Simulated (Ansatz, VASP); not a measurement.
## Two plane-wave programs on TaSb

The input POSCAR:

```
TaSb
1.0
    0.0000000000      3.1650665033      3.1650665033
    3.1650665033      0.0000000000      3.1650665033
    3.1650665033      3.1650665033      0.0000000000
Ta Sb
1 1
Direct
    0.0000000000      0.0000000000      0.0000000000
    0.2500000000      0.2500000000      0.2500000000
```

File INCAR.step1:

```
ALGO = Normal ; EDIFF = 1E-4
ENCUT = 520 ; GGA = PE
ISMEAR = 0 ; LASPH = True
LCHARG = False ; LREAL = False
LWAVE = True ; NBANDS = 15
NELM = 100 ; PREC = Accurate
SIGMA = 0.05
```

The input INCAR.step2:

```
ALGO = Normal ; EDIFF = 1E-6
ENCUT = 520 ; ISIF = 2
ISMEAR = 0 ; ISTART = 1
LASPH = True ; LCHARG = False
LMIXTAU = True ; LREAL = False
LWAVE = False ; METAGGA = R2SCAN
NBANDS = 15 ; NELM = 100
PREC = Accurate ; SIGMA = 0.05
```

File KPOINTS:

```
k-points
0
Gamma
  10 10 10
```

Input for Ansatz:

```yaml
crystal:
  lattice:
    - [0.0, 3.1650665033, 3.1650665033]
    - [3.1650665033, 0.0, 3.1650665033]
    - [3.1650665033, 3.1650665033, 0.0]
  atoms:
    - { symbol: Ta, position: [0.0, 0.0, 0.0] }
    - { symbol: Sb, position: [0.25, 0.25, 0.25] }
basis:
  ecutwfc: 500
  ecutrho_ratio: 4
kpoints:
  mp_grid: { grid: [10, 10, 10] }
hamiltonian:
  xc: r2scan
scf:
  occupations: { method: gaussian, width: 0.05 }
output:
  forces: true
  stress: true
  eigenvalues: true
  write_density: true
  write_potential: true
  elf: true
  volumetric_format: npy
```

Alike in both runs: task single point; functional r2SCAN; k mesh 10 × 10 × 10; occupations gaussian, width 0.05 eV; no spin polarisation.

```csv
,VASP,Ansatz
version,VASP 6.6.1,Ansatz 0.2.0
potentials or method,"VASP PAW PBE potentials, release 64 (Ta_pv, Sb), cutoff 520 eV","scalar-relativistic, plane waves, PAW"
valence electrons in the cell,16,28
```

VASP gave:

- gap on the k mesh at the Fermi level (eV): none
- pressure (GPa): -2.7

Task: What did Ansatz give for the same quantities?

Result: gap on the k mesh at the Fermi level (eV): none; pressure (GPa): -2.9.

VASP's potentials were made for PBE, not for r2SCAN. A gap of «none» marks a metal or a gap that the smearing closes. The functional is the same, so the differences come from potentials, cutoffs and numerics. VASP's potentials hold 16 valence electrons a cell and Ansatz's 28, so a difference there can come from the potentials and not from the codes.

Neither program's run includes spin-orbit coupling.
